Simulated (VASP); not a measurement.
Input of a VASP 6.6.1 run:

File POSCAR:

```
AlN
1.0
    3.1110021516      0.0000000000      0.0000000000
   -1.5555010758      2.6942068945      0.0000000000
    0.0000000000      0.0000000000      4.9780000000
Al N
2 2
Direct
    0.3333333333      0.6666666667      0.0000000000
    0.6666666667      0.3333333333      0.5000000000
    0.0291194127      0.4439666204      0.3850000000
    0.6666666667      0.3333333333      0.8850000000
```

Contents of INCAR.step1:

```
PREC = Accurate ; ENCUT = 520
ISMEAR = 0 ; SIGMA = 0.05
LREAL = F ; LASPH = T
NELM = 80 ; NBANDS = 16
GGA = PE ; ALGO = Normal
EDIFF = 1E-4 ; LWAVE = T
LCHARG = F
```

INCAR.step2

```
PREC = Accurate ; ENCUT = 520
EDIFF = 1E-6 ; ISMEAR = 0
SIGMA = 0.05 ; LREAL = F
LASPH = T ; NELM = 80
ALGO = Normal ; ISIF = 2
LWAVE = F ; LCHARG = F
METAGGA = R2SCAN ; LMIXTAU = T
NBANDS = 16 ; ISTART = 1
```

Contents of KPOINTS:

```
regular mesh
0
Gamma
  12 12 6
```

Potentials or basis: VASP PAW PBE potentials, release 64 (Al, N).

Launch:

```sh
$ cat potpaw_PBE.64/Al/POTCAR potpaw_PBE.64/N/POTCAR > POTCAR
$ cp INCAR.step1 INCAR
$ mpirun -np 1 vasp_std > vasp.out
$ cp INCAR.step2 INCAR
$ mpirun -np 1 vasp_std > vasp.out
```

What does it give for the largest force?

74.714 eV/Å.

Predict the band gap on the k mesh.

3.87 eV, indirect (least direct gap 3.94 eV).

Predict the pressure.

97.6 GPa.

Stress tensor (GPa, compression positive):
```
 204.43   64.68 -129.51
  64.68   12.20  -35.88
-129.51  -35.88   76.11
```

Caveat: the cell differs from its parent crystal (atom 3 (N) moved by (-0.600, -0.600) A along x and y); the PAW data sets were made with another functional, which shifts forces and pressure a little. A k mesh can miss the band edges.
